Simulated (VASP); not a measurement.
# H: relaxation of cell and atoms with PBEsol

The system is H.

```
H
1.0
    -1.69153    1.69153    2.05847
     1.69153   -1.69153    2.05847
     1.69153    1.69153   -2.05847
H
2
Cartesian
  0.0000 0.0000 0.3711
  0.0000 0.0000 3.7459
```

| Quantity | Value |
| --- | --- |
| Program | VASP 6.6.1 |
| Task | relaxation of cell and atoms |
| Functional | PBEsol |
| Potentials or basis | VASP PAW PBE potentials, release 64 (H_h) |
| Cutoff | 1230 eV |
| k mesh | 11 × 11 × 11 |
| Occupations | fermi-dirac, width 0.05 eV |
| Spin | no spin polarisation |
| Dipole correction | no |
| Further INCAR settings | ALGO = Normal; EDIFF = 1e-07; IBRION = 2; EDIFFG = -0.01; NSW = 60; ISIF = 3 |

The relaxed volume is 11.82 Å³/atom and the relaxed cell is a = 3.160 Å, b = 3.160 Å, c = 3.160 Å, α = 115.27°, β = 115.27°, γ = 98.42°. The space group after relaxing (to 0.1 Å) is I4/mmm (No. 139). The energy gained by relaxing is 2.6 meV/atom and the ionic steps are 4. The pressure after relaxing is 0.1 GPa. The largest force after relaxing is 0.005 eV/Å. The band gap on the k mesh is 8.68 eV (least direct gap 9.50 eV).

Forces in eV/Å, atoms in the order of the input:
```
H    0.000  0.000 -0.005
H    0.000  0.000  0.005
```

Step by step:
| step | energy change (eV) | largest force (eV/Å) | pressure (GPa) | volume (Å³) |
| --- | --- | --- | --- | --- |
| 1 | 0.0000 | 0.6057 | 1.14 | 23.56 |
| 2 | 0.0318 | 1.4092 | -2.48 | 23.85 |
| 3 | -0.0052 | 0.0179 | 0.08 | 23.63 |
| 4 | -0.0053 | 0.0049 | 0.10 | 23.63 |

Final structure:
```yaml
crystal:
  lattice:
    - [-1.69169, 1.69169, 2.06445]
    - [1.69169, -1.69169, 2.06445]
    - [1.69169, 1.69169, -2.06445]
  atoms:
    - { symbol: H, position: [0.09201, 0.09201, 0.00000] }
    - { symbol: H, position: [0.90799, 0.90799, 0.00000] }
```

Levels at points of the mesh, in eV from the valence-band top:
| k point | band 1 | band 2 | band 3 | band 4 |
| --- | --- | --- | --- | --- |
| (0.00, 0.00, 0.00) | -2.45 | 13.46 | 16.71 | 23.23 |

Wall time 48 s on 1 thread of Intel(R) Xeon(R) Platinum 8488C (Sapphire Rapids), on a shared host, peak memory 0.22 GiB.

Caveat: this functional lacks dispersion, which holds the molecules together, so the pressure and a relaxed volume are unreliable; the PAW data sets were made with another functional, which shifts forces and pressure a little. A k mesh can miss the band edges.
